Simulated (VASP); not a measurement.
Set up this calculation in VASP 6.6.1, as the native input.

* Task: single point
* Functional: PBE
* Potentials or basis: VASP PAW PBE potentials, release 64 (Cs_sv, Re)
* Cutoff: 520 eV
* k mesh: 6 × 6 × 6
* Occupations: gaussian, width 0.1 eV
* Spin: no spin polarisation
* Dipole correction: no
* Further INCAR settings: ALGO = Normal; EDIFF = 1e-07; NBANDS = 18

The structure of CsRe2 lies in POSCAR:

```
CsRe2
1.0
    0.0000000000      3.3112270065      3.3112270065
    3.3112270065      0.0000000000      3.3112270065
    3.3112270065      3.3112270065      0.0000000000
Cs Re
1 2
Direct
    0.0000000000      0.0000000000      0.0000000000
    0.2500000000      0.2500000000      0.2500000000
    0.7500000000      0.7500000000      0.7500000000
```

These files were run (other wordings do the same):

INCAR

```
SYSTEM = CsRe2
ALGO = Normal
EDIFF = 1E-7
ENCUT = 520
GGA = PE
ISIF = 2
ISMEAR = 0
LASPH = .True.
LCHARG = .False.
LREAL = .False.
LWAVE = .False.
NBANDS = 18
NELM = 60
PREC = Accurate
SIGMA = 0.1
```

KPOINTS

```
k-points
0
Gamma
  6 6 6
  0 0 0
```

Potentials or basis: VASP PAW PBE potentials, release 64 (Cs_sv, Re).

The run is started by

```console
$ cat potpaw_PBE.64/Cs_sv/POTCAR potpaw_PBE.64/Re/POTCAR > POTCAR
$ mpirun -np 1 vasp_std > vasp.out
```

It gave:

```json
{
  "Pressure": "-10.2 GPa",
  "Band gap on the k mesh": "zero (an odd number of electrons rules out a gap without spin polarisation)"
}
```

Caveat: the cell stands under tension; spin-orbit coupling is left out, which moves the levels of the heavy elements.

Run time: 14 s on 1 thread of Intel(R) Xeon(R) 6975P-C (Granite Rapids) (shared host), peak memory 0.2 GiB.
